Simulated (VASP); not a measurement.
The system is Li2Se.

```xyz
3
Lattice="0.0000 2.9935 2.9935 2.9935 0.0000 2.9935 2.9935 2.9935 0.0000" Properties=species:S:1:pos:R:3 pbc="T T T"
Li    1.4967    1.4967    1.4967
Li    4.4902    4.4902    4.4902
Se    0.0000    0.0000    0.0000
```

Base run:

| Quantity | Value |
| --- | --- |
| Program | VASP 6.6.1 |
| Functional | PBE |
| Potentials or basis | VASP PAW PBE potentials, release 64 (Li_sv, Se) |
| Cutoff | 750 eV |
| k mesh | 8 × 8 × 8 |
| Occupations | gaussian, width 0.01 eV |
| Spin | no spin polarisation |

Its results: band gap on the k mesh 2.97 eV (least direct gap 3.42 eV); pressure 0.3 GPa.

**Question.** The run is repeated on the same cell with these changes: functional from PBE to r2SCAN; cutoff from 750 eV to 830 eV; k mesh from 8 × 8 × 8 to 6 × 6 × 6. What comes out?

**Answer.** Band gap on the k mesh 3.46 eV (least direct gap 4.18 eV); pressure -0.2 GPa.

Several settings changed at once.

Caveats: the PAW data sets were made with another functional, which shifts forces and pressure a little (at least some runs).

A k mesh can miss the band edges.
